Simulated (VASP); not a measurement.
Crystal: In2P.

```
In P
1.0
    -3.26384    3.26384    2.26002
     3.26384   -3.26384    2.26002
     3.26384    3.26384   -2.26002
In P
4 2
Direct
  0.37500 0.62500 0.75000
  0.37500 0.12500 0.75000
  0.37500 0.62500 0.25000
  0.87500 0.62500 0.25000
  0.00000 0.00000 0.00000
  0.75000 0.25000 0.50000
```

The cell was generated, and may not be a known phase.

```yaml
Program: VASP 6.6.1
Task: relaxation of cell and atoms
Functional: PBE
Potentials_or_basis: VASP PAW PBE potentials, release 64 (In_d, P)
Cutoff: 600 eV
k_mesh: 6 × 6 × 6
Occupations: gaussian, width 0.1 eV
Spin: no spin polarisation
```

At the start: pressure 68.0 GPa; volume 16.05 Å³/atom.

Question: How do energy, volume and symmetry change on relaxing?

Answer: Over 23 steps the energy falls by 1406.8 meV/atom and the volume is 25.73 Å³/atom (+60.3 %); space group I4_1/amd (No. 141, to 0.1 Å) before and after.

The path:
```csv
step,energy change (eV),largest force (eV/Å),pressure (GPa),volume (Å³)
1,0.0000,0.0000,68.01,96.30
2,-5.7539,0.0000,-6.45,225.76
3,-7.8328,0.0000,0.03,153.80
4,-7.8325,0.0000,-0.50,155.58
5,-8.0150,0.0000,-0.35,155.47
6,-8.3253,0.0000,-0.18,154.19
7,-8.2595,0.0000,3.19,147.00
8,-8.3234,0.0000,-0.25,158.92
9,-8.3361,0.0000,0.65,155.32
10,-8.3361,0.0000,0.56,155.52
11,-8.3475,0.0000,0.36,156.21
12,-8.3531,0.0000,0.13,156.98
13,-8.3629,0.0000,-0.30,158.41
14,-8.3961,0.0000,-1.24,160.84
15,-8.2601,0.0000,-2.51,164.06
16,-8.3989,0.0000,-1.44,161.17
17,-8.4046,0.0000,-1.43,160.91
18,-8.4112,0.0000,-1.45,160.46
19,-8.4127,0.0000,-1.41,159.47
20,-8.4138,0.0000,-1.47,159.97
21,-8.4228,0.0000,-1.21,158.90
22,-8.4389,0.0000,-0.36,155.70
23,-8.4405,0.0000,0.00,154.38
```

Final structure:
```
In P
1.0
    -4.20927    4.20927    2.17823
     4.20927   -4.20927    2.17823
     4.20927    4.20927   -2.17823
In P
4 2
Direct
  0.37500 0.62500 0.75000
  0.37500 0.12500 0.75000
  0.37500 0.62500 0.25000
  0.87500 0.62500 0.25000
  0.00000 0.00000 0.00000
  0.75000 0.25000 0.50000
```

Caveat: the volume moved by over 15 % at a fixed basis, so the end points are rough.
